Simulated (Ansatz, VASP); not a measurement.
**One calculation of MgSe, two programs**

```
Mg Se
1.0
     0.00000    2.75768    2.75768
     2.75768    0.00000    2.75768
     2.75768    2.75768    0.00000
Mg Se
1 1
Direct
  0.00000 0.00000 0.00000
  0.50000 0.50000 0.50000
```

Alike in both runs: task single point; functional PBE; dispersion D4; k mesh 8 × 8 × 8; occupations gaussian, width 0.05 eV; no spin polarisation.

|  | VASP | Ansatz |
| --- | --- | --- |
| version | VASP 6.6.1 | Ansatz 0.2.0 |
| potentials or method | VASP PAW PBE potentials, release 64 (Mg, Se), cutoff 600 eV | scalar-relativistic, plane waves, PAW |
| valence electrons in the cell | 8 | 26 |

```tsv
	VASP	Ansatz	Ansatz less VASP
gap on the k mesh at the Fermi level (eV)	1.74	1.77	+0.023
least direct gap on the mesh (eV)	2.37	2.38	+0.011
pressure (GPa)	-2.6	-2.4	+0.12
```

VASP's potentials hold 8 valence electrons a cell and Ansatz's 26, so a difference there can come from the potentials and not from the codes.
